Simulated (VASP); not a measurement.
A run of VASP 6.6.1:

The input INCAR:

```
SYSTEM = SiC
  ALGO = Normal
  EDIFF = 1E-6
  ENCUT = 520
  GGA = PS
  ISIF = 2
  ISMEAR = 0
  LASPH = .TRUE.
  LCHARG = .FALSE.
  LREAL = .FALSE.
  LWAVE = .FALSE.
  NBANDS = 11
  NELM = 60
  PREC = Accurate
  SIGMA = 0.05
```

File KPOINTS:

```
k-points
0
G
  10 10 10
  0 0 0
```

Contents of POSCAR:

```
SiC
1.0
    0.0000000000      2.1964702184      2.1964702184
    2.1964702184      0.0000000000      2.1964702184
    2.1964702184      2.1964702184      0.0000000000
Si C
1 1
Direct
    0.0035337978     -0.0035337978      0.0035337978
    0.7417370152      0.7582629848      0.7417370152
```

Potentials or basis: VASP PAW PBE potentials, release 64 (Si, C).

Command:

```console
$ cat potpaw_PBE.64/Si/POTCAR potpaw_PBE.64/C/POTCAR > POTCAR
$ mpirun -np 1 vasp_std > vasp.out
```

Hardware: 1 thread of Intel(R) Xeon(R) Platinum 8488C (Sapphire Rapids) (shared host).

Problem. Estimate the wall time of this run.

Solution. It took 17 s on 1 thread of Intel(R) Xeon(R) Platinum 8488C (Sapphire Rapids), on a shared host, peak memory 0.15 GiB. Counts: scf iterations 12, k points 171.
